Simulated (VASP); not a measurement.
A run of VASP 6.6.1 is set up as follows.

File INCAR:

```
  ALGO = Normal
  EDIFF = 1E-6
  ENCUT = 520
  GGA = PS
  ISIF = 2
  ISMEAR = -1
  LASPH = True
  LCHARG = True
  LELF = True
  LREAL = False
  LVHAR = True
  LWAVE = False
  NBANDS = 13
  NELM = 60
  PREC = Accurate
  SIGMA = 0.2
```

The input KPOINTS:

```
k-points
0
Gamma
  11 11 11
```

POSCAR

```
Sn
1.0
    3.4060750000      0.0000000000      0.0000000000
   -0.1954335462      3.4004635911      0.0000000000
   -1.5549314988     -1.7478085993      2.4756211423
Sn
1
Direct
    0.0000000000      0.0000000000      0.0000000000
```

Potentials or basis: VASP PAW PBE potentials, release 64 (Sn_d).

Run with:

```bash
$ cat potpaw_PBE.64/Sn_d/POTCAR > POTCAR
$ mpirun -np 1 vasp_std > vasp.out
```

(1) Estimate the pressure.

(2) Estimate the band gap on the k mesh.

Answers

(1) -3.6 GPa.

(2) zero (band 7 reaches 14.37 eV, above the bottom of band 8 at 5.58 eV).

Caveat: the PAW data sets were made with another functional, which shifts forces and pressure a little; spin-orbit coupling is left out, which moves the levels of the heavy elements.
